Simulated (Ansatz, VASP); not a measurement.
ZrS in VASP and in Ansatz

```
Zr S
1.0
     0.00000    2.43077    2.91692
     2.43077    0.00000    2.91692
     2.43077    2.43077    0.00000
Zr S
1 1
Direct
  0.00000 0.00000 0.00000
  0.50000 0.50000 0.50000
```

Alike in both runs: task single point; functional PBEsol; k mesh 22 × 22 × 22; occupations gaussian, width 0.15 eV; no spin polarisation.

|  | VASP | Ansatz |
| --- | --- | --- |
| version | VASP 6.6.1 | Ansatz 0.2.0 |
| potentials or method | VASP PAW PBE potentials, release 64 (Zr_sv, S), cutoff 520 eV | scalar-relativistic, plane waves, PAW |
| valence electrons in the cell | 18 | 18 |

|  | VASP | Ansatz | Ansatz less VASP |
| --- | --- | --- | --- |
| gap on the k mesh at the Fermi level (eV) | none | none | - |
| pressure (GPa) | 11.9 | 11.7 | -0.25 |
| traceless stress, the component that is largest in VASP (GPa) | -27.53 | -27.37 | +0.158 |

VASP's potentials were made for PBE, not for PBEsol. A gap of «none» marks a metal or a gap that the smearing closes. With one functional, cell and mesh, what is left measures potentials, basis and numerics.
